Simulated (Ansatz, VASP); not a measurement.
Given: the input of a run of Ansatz 0.2.0 on Sr.

input.yaml

```yaml
crystal:
  lattice:
    - [4.31, 0.0, 0.0]
    - [-2.155, 3.7325694903, 0.0]
    - [0.0, 0.0, 7.05]
  atoms:
    - { symbol: Sr, position: [0.6666666667, 0.3333333333, 0.75] }
    - { symbol: Sr, position: [0.3333333333, 0.6666666667, 0.25] }
kpoints:
  mp_grid: { grid: [7, 7, 4] }
scf:
  occupations: { method: fermi_dirac, width: 0.05 }
hamiltonian:
  xc: pbe
  pseudopotentials: { kind: all_electron, lapw: { basis_error: 0.001 } }
output:
  forces: true
  stress: true
  eigenvalues: true
  populations: true
```

Potentials or basis: all-electron LAPW, scalar-relativistic.

The run is started by

```bash
$ ansatz run input.yaml --threads 1 --pin off --max-ram 3072MiB --backend cpu --events-out ev --progress --plain --runs-dir out
```

Question: Set up the same calculation for VASP 6.6.1. Potentials there: VASP PAW PBE potentials, release 64 (Sr_sv).

Answer: As run (the cutoff follows the program's own potentials):

File INCAR:

```
PREC = Accurate
ENCUT = 520
EDIFF = 1E-6
ISMEAR = -1
SIGMA = 0.05
LREAL = F
LASPH = T
NELM = 60
ALGO = Normal
ISIF = 2
LWAVE = F
LCHARG = F
GGA = PE
NBANDS = 17
```

The input KPOINTS:

```
regular mesh
0
Gamma
  7 7 4
```

POSCAR

```
Sr
1.0
    4.3100000000      0.0000000000      0.0000000000
   -2.1550000000      3.7325694903      0.0000000000
    0.0000000000      0.0000000000      7.0500000000
Sr
2
Direct
    0.6666666667      0.3333333333      0.7500000000
    0.3333333333      0.6666666667      0.2500000000
```

Potentials or basis: VASP PAW PBE potentials, release 64 (Sr_sv).

Launch:

```console
$ cat potpaw_PBE.64/Sr_sv/POTCAR > POTCAR
$ mpirun -np 1 vasp_std > vasp.out
```

Both were run:

|  | VASP | Ansatz | Ansatz less VASP |
| --- | --- | --- | --- |
| gap on the k mesh at the Fermi level (eV) | none | none | - |
| pressure (GPa) | -0.3 | -0.3 | 0.00 |
| traceless stress, the component that is largest in VASP (GPa) | 0.31 | 0.32 | +0.005 |

A gap of «none» marks a metal or a gap that the smearing closes. Ansatz ran all-electron here, and VASP with PAW potentials.
